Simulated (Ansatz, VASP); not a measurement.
**Sc3AlP in VASP and in Ansatz**

```xyz
5
Lattice="2.7345 -3.0081 0.0000 2.7345 3.0081 0.0000 0.0000 0.0000 6.5837" Properties=species:S:1:pos:R:3 pbc="T T T"
Sc    1.3672    1.5040    3.2919
Sc    1.3672   -1.5040    3.2919
Sc    0.0000    0.0000    0.0000
Al    0.0000    0.0000    3.2919
P     2.7345    0.0000    0.0000
```

Alike in both runs: task relaxation of cell and atoms; functional PBE; k mesh 4 × 4 × 4; occupations gaussian, width 0.1 eV; no spin polarisation.

|  | VASP | Ansatz |
| --- | --- | --- |
| version | VASP 6.6.1 | Ansatz 0.2.0 |
| potentials or method | VASP PAW PBE potentials, release 64 (Sc_sv, Al, P), cutoff 600 eV | scalar-relativistic, plane waves, PAW |
| valence electrons in the cell | 41 | 41 |

Ansatz gave:

| Quantity | Value |
| --- | --- |
| gap on the k mesh at the Fermi level, each at its own relaxed structure (eV) | none |
| relaxed volume (Å³/atom) | 25.05 |
| relaxed length of the cell vector where the two differ most in proportion (Å) | 5.003 |

Q: What did VASP give for the same quantities?

A: gap on the k mesh at the Fermi level, each at its own relaxed structure (eV): none; relaxed volume (Å³/atom): 25.04; relaxed length of the cell vector where the two differ most in proportion (Å): 5.001.

A gap of «none» marks a metal or a gap that the smearing closes.

The k mesh is coarse, so the values compare programs but aren't converged. Noted on VASP's run: the volume moved by over 15 % at a fixed basis, so the end points are rough.
